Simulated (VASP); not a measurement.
# C (R-3m) in VASP: a series of runs

The runs below take C through vibrations by perturbation theory, with PBEsol.

Program: VASP 6.6.1. These are calculated values, not measurements. Logs are shortened: lines on timing, memory, paths and dates and some standing lists are left out, and cuts for length are marked.

**1. The cell of the first run**

It takes space group R-3m (No. 166, trigonal). The conventional cell has a = 2.459 Å, b = 2.459 Å, c = 10.810 Å, α = 90.00°, β = 90.00°, γ = 120.00°. Within 1.9 Å of C (site symmetry 3m) lie 3 C at 1.42 Å.

**2. Vibrations by perturbation theory, PBEsol**

Input file INCAR:

```
SYSTEM = C
  PREC = Accurate
  ENCUT = 520
  EDIFF = 1E-8
  ISMEAR = 0
  SIGMA = 0.01
  LREAL = .False.
  LASPH = .True.
  NELM = 100
  ALGO = Normal
  ISIF = 2
  LWAVE = .False.
  LCHARG = .True.
  GGA = PS
  IBRION = 8
  NSW = 1
  LEPSILON = .True.
```

Input file KPOINTS:

```
regular mesh
0
Gamma
  10 10 10
  0 0 0
```

Input file POSCAR:

```
C
1.0
    1.2294542683      0.7098257528      3.6034985439
   -1.2294542683      0.7098257528      3.6034985439
    0.0000000000     -1.4196515055      3.6034985439
C
2
Direct
    0.8333594182      0.8333594182      0.8333594182
    0.1666405818      0.1666405818      0.1666405818
```

Potentials or basis: VASP PAW PBE potentials, release 64 (C).

The run is started by

```bash
$ cat potpaw_PBE.64/C/POTCAR > POTCAR
$ mpirun -np 1 vasp_std > vasp.out
```

OUTCAR:

```text
SYSTEM = C
   PREC = Accurate
   ENCUT = 520
   EDIFF = 1E-8
   ISMEAR = 0
   LREAL = .False.
   LASPH = .True.
   NELM = 100
   ISIF = 2
   GGA = PS
   IBRION = 8
   NSW = 1
   LEPSILON = .True.

 ion  position               nearest neighbor table
   1  0.833  0.833  0.833-   2 1.42   2 1.42   2 1.42
   2  0.167  0.167  0.167-   1 1.42   1 1.42   1 1.42

  LATTYP: Found a trigonal (rhomboedric) cell.
 ALAT       =     3.8730623740
 COS(alpha) =     0.7984671849

  Lattice vectors:

 A1 = (   1.2294542683,   0.7098257528,   3.6034985439)
 A2 = (  -1.2294542683,   0.7098257528,   3.6034985439)
 A3 = (   0.0000000000,  -1.4196515055,   3.6034985439)

Analysis of symmetry for initial positions (statically):
=====================================================================
 Subroutine PRICEL returns:
 Original cell was already a primitive cell.

 Routine SETGRP: Setting up the symmetry group for a
 trigonal (rhombohedral) supercell.

 Subroutine GETGRP returns: Found 12 space group operations
 (whereof 12 operations were pure point group operations)
 out of a pool of 12 trial point group operations.

The static configuration has the point symmetry D_3d.

Analysis of symmetry for dynamics (positions and initial velocities):
=====================================================================
 Subroutine PRICEL returns:
 Original cell was already a primitive cell.

 Routine SETGRP: Setting up the symmetry group for a
 trigonal (rhombohedral) supercell.

 Subroutine GETGRP returns: Found 12 space group operations
 (whereof 12 operations were pure point group operations)
 out of a pool of 12 trial point group operations.

The dynamic configuration has the point symmetry D_3d.

 Subroutine INISYM returns: Found 12 space group operations
 (whereof 12 operations are pure point group operations),
 and found     1 'primitive' translations

----------------------------------------------------------------------------------------

                                     Primitive cell

  volume of cell :      18.8686

  direct lattice vectors                    reciprocal lattice vectors
     1.229454268  0.709825753  3.603498544     0.406684505  0.234799408  0.092502697
    -1.229454268  0.709825753  3.603498544    -0.406684505  0.234799408  0.092502697
     0.000000000 -1.419651506  3.603498544     0.000000000 -0.469598816  0.092502697

  length of vectors
     3.873062374  3.873062374  3.873062374     0.478622813  0.478622813  0.478622813

  position of ions in fractional coordinates (direct lattice)
     0.833359418  0.833359418  0.833359418
     0.166640582  0.166640582  0.166640582

  ion indices of the primitive-cell ions
   primitive index   ion index
                 1           1
                 2           2

----------------------------------------------------------------------------------------

 KPOINTS: regular mesh

Automatic generation of k-mesh.
 Grid dimensions read from file:
 generate k-points for:   10   10   10

 Generating k-lattice:

  Cartesian coordinates                     Fractional coordinates (reciprocal lattice)
     0.040668450  0.023479941  0.009250270     0.100000000  0.000000000  0.000000000
    -0.040668450  0.023479941  0.009250270     0.000000000  0.100000000  0.000000000
     0.000000000 -0.046959882  0.009250270     0.000000000  0.000000000  0.100000000

  Length of vectors
     0.047862281  0.047862281  0.047862281

  Shift w.r.t. Gamma in fractional coordinates (k-lattice)
     0.000000000  0.000000000  0.000000000

 Subroutine IBZKPT returns following result:
 ===========================================

 Found    116 irreducible k-points:

 Following reciprocal coordinates:
[... 379 lines left out ...]
      0.00000      0.00000      9.00903         0.000000     -0.000000     -0.005575
      0.00000      0.00000      1.80147         0.000000      0.000000      0.005575
 -----------------------------------------------------------------------------------
    total drift:                                0.000000      0.000000     -0.000000

  FREE ENERGIE OF THE ION-ELECTRON SYSTEM (eV)
  ---------------------------------------------------
  free  energy   TOTEN  =       -19.2940774462 eV

  energy  without entropy=      -19.2940774462  energy(sigma->0) =      -19.29407745

 HEAD OF MICROSCOPIC STATIC DIELECTRIC TENSOR (INDEPENDENT PARTICLE, excluding Hartree and local field effects)
 ------------------------------------------------------
          11.283974     0.000000     0.000000
           0.000000    11.283974     0.000000
          -0.000000     0.000000     2.942770
 ------------------------------------------------------

 Free energy of the ion-electron system (eV)
  ---------------------------------------------------
  ---------------------------------------------------
  free energy    TOTEN  =        -0.54216816 eV

  energy without entropy =       -0.54216816

------------------------ aborting loop because EDIFF is reached ----------------------------------------

--------------------------------------- Ionic step        2  -------------------------------------------

------------------------ aborting loop because EDIFF is reached ----------------------------------------

--------------------------------------- Ionic step        3  -------------------------------------------

------------------------ aborting loop because EDIFF is reached ----------------------------------------

 PIEZOELECTRIC TENSOR FIELD DIRECTION 3  (e Angst)
 -----------------------------------------------------------------------------
     0.00020 -0.00000  0.00000           ( -0.00000 -0.00000  0.00000)
     0.00000  0.00020 -0.00000           (  0.00000 -0.00000 -0.00000)
     0.00000 -0.00000 -0.00134           (  0.00000 -0.00000 -0.00001)

 PIEZOELECTRIC TENSOR FIELD DIRECTION 3  (C/m^2)
 -----------------------------------------------------------------------------
     0.00017 -0.00000  0.00000
     0.00000  0.00017 -0.00000
     0.00000 -0.00000 -0.00114

--------------------------------------- Ionic step        4  -------------------------------------------

------------------------ aborting loop because EDIFF is reached ----------------------------------------

[... ionic steps 5 to 5 ...]

--------------------------------------- Ionic step        6  -------------------------------------------

 Free energy of the ion-electron system (eV)
  ---------------------------------------------------
  ---------------------------------------------------
  free energy    TOTEN  =        -0.12478679 eV

  energy without entropy =       -0.12478679

------------------------ aborting loop because EDIFF is reached ----------------------------------------

 INTERNAL STRAIN TENSOR  FOR ION    1  DIRECTION 3   (eV/Angst):
 -----------------------------------------------------------------------------
     0.02151  0.00000  0.00000
     0.00000  0.02151 -0.00000
    -0.00000 -0.00000 -0.06431

 MACROSCOPIC STATIC DIELECTRIC TENSOR (including local field effects in DFT)
 ------------------------------------------------------
          11.232671    -0.000000     0.000000
          -0.000000    11.232671     0.000000
           0.000000     0.000000     2.523539
 ------------------------------------------------------

 PIEZOELECTRIC TENSOR (including local field effects)  for field in x, y, z        (e  Angst)
          XX          YY          ZZ          XY          YZ          ZX
  --------------------------------------------------------------------------------
  x     0.00000     0.00000     0.00000     0.00000     0.00000     0.00000
  y     0.00000     0.00000     0.00000     0.00000     0.00000     0.00000
  z     0.00000     0.00000     0.00000     0.00000     0.00000     0.00000

 PIEZOELECTRIC TENSOR (including local field effects)  for field in x, y, z        (C/m^2)
          XX          YY          ZZ          XY          YZ          ZX
  --------------------------------------------------------------------------------
  x     0.00000     0.00000     0.00000     0.00000     0.00000     0.00000
  y     0.00000     0.00000     0.00000     0.00000     0.00000     0.00000
  z     0.00000     0.00000     0.00000     0.00000     0.00000     0.00000

 BORN EFFECTIVE CHARGES (including local field effects) (in |e|, cummulative output)
 ---------------------------------------------------------------------------------
 ion    1
    1     0.00000     0.00000     0.00000
    2     0.00000     0.00000     0.00000
    3     0.00000     0.00000     0.00000
 ion    2
    1     0.00000     0.00000     0.00000
    2     0.00000     0.00000     0.00000
    3     0.00000     0.00000     0.00000

 INTERNAL STRAIN TENSOR FOR ION    2 for displacements in x,y,z  (eV/Angst):
          X           Y           Z          XY          YZ          ZX
  --------------------------------------------------------------------------------
  x     0.00000     0.00000     0.00000    13.31415     0.00000     0.06835
  y    13.31415   -13.31415     0.00000     0.00000     0.04234    -0.00000
  z    -0.02151    -0.02151     0.06431     0.00000     0.00000     0.00000

 SECOND DERIVATIVES (NOT SYMMETRIZED)
 ------------------------------------
               1X          1Y          1Z          2X          2Y          2Z
  1X   -55.659309    0.000000    0.000000   55.659309    0.000000   -0.000000
  1Y     0.000000  -55.659309   -0.000000    0.000000   55.659309    0.000000
  1Z     0.000000   -0.000000  -16.744156    0.000000    0.000000   16.744156
  2X    55.659309    0.000000   -0.000000  -55.659309    0.000000    0.000000
  2Y     0.000000   55.659309    0.000000    0.000000  -55.659309   -0.000000
  2Z     0.000000    0.000000   16.744156    0.000000   -0.000000  -16.744156

 Eigenvectors and eigenvalues of the dynamical matrix
 ----------------------------------------------------

   1 f  =   47.593215 THz   299.036992 2PiTHz 1587.538785 cm-1   196.829635 meV
             X         Y         Z           dx          dy          dz
      0.000000  0.000000  9.009028     0.000005    0.707107    0.000000
      0.000000  0.000000  1.801467    -0.000005   -0.707107   -0.000000
[... 11 lines left out ...]
   4 f  =    0.000000 THz     0.000002 2PiTHz    0.000013 cm-1     0.000002 meV
             X         Y         Z           dx          dy          dz
      0.000000  0.000000  9.009028     0.262099   -0.655651    0.037759
      0.000000  0.000000  1.801467     0.262099   -0.655651    0.037759

   5 f/i=    0.000000 THz     0.000003 2PiTHz    0.000015 cm-1     0.000002 meV
             X         Y         Z           dx          dy          dz
      0.000000  0.000000  9.009028    -0.029733    0.028767    0.705895
      0.000000  0.000000  1.801467    -0.029733    0.028767    0.705895

   6 f/i=    0.000001 THz     0.000004 2PiTHz    0.000024 cm-1     0.000003 meV
             X         Y         Z           dx          dy          dz
      0.000000  0.000000  9.009028     0.656064    0.263238    0.016907
      0.000000  0.000000  1.801467     0.656064    0.263238    0.016907

--------------------------------------------------------------------------------------------------------

 MACROSCOPIC STATIC DIELECTRIC TENSOR IONIC CONTRIBUTION
 ------------------------------------------------------
           0.000000     0.000000     0.000000
           0.000000     0.000000     0.000000
           0.000000     0.000000     0.000000
 ------------------------------------------------------

 ELASTIC MODULI CONTR FROM IONIC RELAXATION (kBar)
 Direction    XX          YY          ZZ          XY          YZ          ZX
 --------------------------------------------------------------------------------
 XX        -270.4353    270.4306      0.0070     -0.0000     -0.8600     -0.0000
 YY         270.4306   -270.4353      0.0070      0.0000      0.8600      0.0000
 ZZ           0.0070      0.0070     -0.0210      0.0000     -0.0000      0.0000
 XY          -0.0000      0.0000      0.0000   -270.4330     -0.0000     -1.3883
 YZ          -0.8600      0.8600     -0.0000     -0.0000     -0.0027     -0.0000
 ZX          -0.0000      0.0000      0.0000     -1.3883     -0.0000     -0.0071
 --------------------------------------------------------------------------------

 PIEZOELECTRIC TENSOR IONIC CONTR  for field in x, y, z        (C/m^2)
          XX          YY          ZZ          XY          YZ          ZX
  --------------------------------------------------------------------------------
  x     0.00000     0.00000     0.00000     0.00000     0.00000     0.00000
  y     0.00000     0.00000     0.00000     0.00000     0.00000     0.00000
  z     0.00000     0.00000     0.00000     0.00000     0.00000     0.00000
```

Wall time 5.2 min (1 thread of Intel Xeon Platinum 8559C (Emerald Rapids), shared host); peak memory 0.31 GiB.

Results:

```yaml
Electronic_dielectric_tensor_diagonal: 11.23, 11.23, 2.52
Born_charges_mean_of_the_diagonal: C +0.00 e
Highest_phonon_frequency_at_Γ: 1588 cm⁻¹
```

Phonon frequencies in cm⁻¹ (negative: imaginary):
| q point | frequencies |
| --- | --- |
| (0.000, 0.000, 0.000) | 0 0 0 871 1588 1588 |

Electronic dielectric tensor:
```
11.23  0.00  0.00
 0.00 11.23  0.00
 0.00  0.00  2.52
```

Born effective charge tensors (e):
atom 1, C
```
0.00 0.00 0.00
0.00 0.00 0.00
0.00 0.00 0.00
```
atom 2, C
```
0.00 0.00 0.00
0.00 0.00 0.00
0.00 0.00 0.00
```

**3. Vibrations by perturbation theory, PBEsol (volume scaled by 1.020)**

Input file INCAR:

```
SYSTEM = C
ALGO = Normal
EDIFF = 1E-8
ENCUT = 520
GGA = PS
IBRION = 8
ISIF = 2
ISMEAR = 0
LASPH = .TRUE.
LCHARG = .FALSE.
LREAL = .FALSE.
LWAVE = .FALSE.
NBANDS = 11
NELM = 60
NSW = 1
PREC = Accurate
SIGMA = 0.01
```

Input file KPOINTS:

```
k-points
0
G
  10 10 10
  0 0 0
```

Input file POSCAR:

```
C
1.0
    1.2375965868      0.7145267226      3.6273634681
   -1.2375965868      0.7145267226      3.6273634681
    0.0000000000     -1.4290534451      3.6273634681
C
2
Direct
    0.8333439900      0.8333439900      0.8333439900
    0.1666560100      0.1666560100      0.1666560100
```

Potentials or basis: VASP PAW PBE potentials, release 64 (C).

The run is started by

```bash
$ cat potpaw_PBE.64/C/POTCAR > POTCAR
$ mpirun -np 1 vasp_std > vasp.out
```

OUTCAR:

```text
SYSTEM = C
   EDIFF = 1E-8
   ENCUT = 520
   GGA = PS
   IBRION = 8
   ISIF = 2
   ISMEAR = 0
   LASPH = .TRUE.
   LREAL = .FALSE.
   NELM = 60
   NSW = 1
   PREC = Accurate

 ion  position               nearest neighbor table
   1  0.833  0.833  0.833-   2 1.43   2 1.43   2 1.43
   2  0.167  0.167  0.167-   1 1.43   1 1.43   1 1.43

  LATTYP: Found a trigonal (rhomboedric) cell.
 ALAT       =     3.8987125412
 COS(alpha) =     0.7984671849

  Lattice vectors:

 A1 = (   1.2375965868,   0.7145267226,   3.6273634681)
 A2 = (  -1.2375965868,   0.7145267226,   3.6273634681)
 A3 = (   0.0000000000,  -1.4290534451,   3.6273634681)

Analysis of symmetry for initial positions (statically):
=====================================================================
 Subroutine PRICEL returns:
 Original cell was already a primitive cell.

 Routine SETGRP: Setting up the symmetry group for a
 trigonal (rhombohedral) supercell.

[... 567 lines left out ...]
     0.02259  0.00000 -0.00000
    -0.00000  0.02259 -0.00000
    -0.00000 -0.00000 -0.05175

 INTERNAL STRAIN TENSOR FOR ION    2 for displacements in x,y,z  (eV/Angst):
          X           Y           Z          XY          YZ          ZX
  --------------------------------------------------------------------------------
  x    -0.00000     0.00000     0.00000    11.60269     0.00000     0.04771
  y    11.60269   -11.60269     0.00000     0.00000     0.02263     0.00000
  z    -0.02259    -0.02259     0.05175     0.00000     0.00000     0.00000

 SECOND DERIVATIVES (NOT SYMMETRIZED)
 ------------------------------------
               1X          1Y          1Z          2X          2Y          2Z
  1X   -53.003017    0.000000    0.000000   53.003017    0.000000    0.000000
  1Y     0.000000  -53.003017   -0.000000   -0.000000   53.003017    0.000000
  1Z     0.000000   -0.000000  -16.791863    0.000000    0.000000   16.791863
  2X    53.003017    0.000000    0.000000  -53.003017    0.000000    0.000000
  2Y    -0.000000   53.003017    0.000000    0.000000  -53.003017   -0.000000
  2Z     0.000000    0.000000   16.791863    0.000000   -0.000000  -16.791863

 Eigenvectors and eigenvalues of the dynamical matrix
 ----------------------------------------------------

   1 f  =   46.443660 THz   291.814122 2PiTHz 1549.193742 cm-1   192.075458 meV
             X         Y         Z           dx          dy          dz
      0.000000  0.000000  9.068525    -0.000000    0.707107    0.000000
      0.000000  0.000000  1.813566    -0.000000   -0.707107   -0.000000
[... 16 lines left out ...]
   5 f  =    0.000000 THz     0.000000 2PiTHz    0.000003 cm-1     0.000000 meV
             X         Y         Z           dx          dy          dz
      0.000000  0.000000  9.068525     0.341736   -0.410115    0.463705
      0.000000  0.000000  1.813566     0.341736   -0.410115    0.463705

   6 f/i=    0.000000 THz     0.000001 2PiTHz    0.000005 cm-1     0.000001 meV
             X         Y         Z           dx          dy          dz
      0.000000  0.000000  9.068525    -0.618696   -0.244040    0.240124
      0.000000  0.000000  1.813566    -0.618696   -0.244040    0.240124

--------------------------------------------------------------------------------------------------------

 ELASTIC MODULI CONTR FROM IONIC RELAXATION (kBar)
 Direction    XX          YY          ZZ          XY          YZ          ZX
 --------------------------------------------------------------------------------
 XX        -211.4427    211.4376      0.0058     -0.0000     -0.4125     -0.0000
 YY         211.4376   -211.4427      0.0058      0.0000      0.4125      0.0000
 ZZ           0.0058      0.0058     -0.0133      0.0000     -0.0000      0.0000
 XY          -0.0000      0.0000      0.0000   -211.4402     -0.0000     -0.8694
 YZ          -0.4125      0.4125     -0.0000     -0.0000     -0.0008     -0.0000
 ZX          -0.0000      0.0000      0.0000     -0.8694     -0.0000     -0.0036
 --------------------------------------------------------------------------------
```

Wall time 3 min (1 thread of Intel Xeon Platinum 8559C (Emerald Rapids), shared host); peak memory 0.33 GiB.

Results:

```
Highest phonon frequency at Γ : 1549 cm⁻¹
```

Phonon frequencies in cm⁻¹ (negative: imaginary):
```csv
q point,frequencies
"(0.000, 0.000, 0.000)",0 0 0 872 1549 1549
```

Caveat: the cell wasn't relaxed at this level first, which shifts response properties.
